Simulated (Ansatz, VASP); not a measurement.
**Two plane-wave programs on ScF3**

```xyz
4
Lattice="3.9477 0.0000 0.0000 0.0000 3.9477 0.0000 0.0000 0.0000 4.1451" Properties=species:S:1:pos:R:3 pbc="T T T"
Sc    0.0000    0.0000    0.0000
F     1.9739    0.0000    0.0000
F     0.0000    1.9739    0.0000
F     0.0000    0.0000    2.0726
```

Alike in both runs: task single point; functional LDA; k mesh 6 × 6 × 6; occupations gaussian, width 0.05 eV; no spin polarisation.

```csv
,VASP,Ansatz
version,VASP 6.6.1,Ansatz 0.2.0
potentials or method,"VASP PAW LDA potentials, release 64 (Sc_sv, F), cutoff 520 eV","scalar-relativistic, plane waves, PAW"
valence electrons in the cell,32,32
```

```csv
,VASP,Ansatz,Ansatz less VASP
gap on the k mesh at the Fermi level (eV),6.05,6.07,+0.026
least direct gap on the mesh (eV),6.39,6.42,+0.027
pressure (GPa),-1.8,-2.5,-0.65
"traceless stress, the component that is largest in VASP (GPa)",-7.43,-7.20,+0.227
```

LDA's correlation is that of Perdew and Zunger in VASP and of Perdew and Wang (1992) in Ansatz.
